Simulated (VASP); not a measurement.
Here is a VASP 6.6.1 calculation.

INCAR

```
SYSTEM = AlNi3
PREC = Accurate ; ENCUT = 520
EDIFF = 1E-6 ; ISMEAR = 0
SIGMA = 0.15 ; LREAL = .FALSE.
LASPH = .TRUE. ; NELM = 80
ALGO = Fast ; ISIF = 2
LWAVE = .FALSE. ; LCHARG = .FALSE.
GGA = PS ; NBANDS = 24
```

File KPOINTS:

```
regular mesh
0
G
  14 14 14
  0 0 0
```

File POSCAR:

```
AlNi3
1.0
    0.0000000000      2.7984078565      2.7984078565
    2.7984078565      0.0000000000      2.7984078565
    2.7984078565      2.7984078565      0.0000000000
Al Ni
1 3
Direct
    0.5000000000      0.5000000000      0.5000000000
    0.2500000000      0.2500000000      0.2500000000
   -0.0750426710     -0.0750426710      0.0750426710
    0.7500000000      0.7500000000      0.7500000000
```

Potentials or basis: VASP PAW PBE potentials, release 64 (Al, Ni).

The run is started by

```console
$ cat potpaw_PBE.64/Al/POTCAR potpaw_PBE.64/Ni/POTCAR > POTCAR
$ mpirun -np 1 vasp_std > vasp.out
```

Q: Estimate the largest force.

A: 4.213 eV/Å.

Q: Estimate the pressure.

A: 10.9 GPa.

Q: What does it give for the band gap on the k mesh?

A: Zero (an odd number of electrons rules out a gap without spin polarisation).

Stress tensor (GPa, compression positive):
```
12.52  0.00  0.00
 0.00 12.52  0.00
 0.00  0.00  7.58
```

Caveat: the cell differs from its parent crystal (atom 3 (Ni) moved +0.420 Å towards its neighbour atom 1 (Al) at 2.798 Å); the cell stands under pressure; the PAW data sets were made with another functional, which shifts forces and pressure a little. Spin polarisation is off, so any magnetic state and its effect on volume and gap are missing.
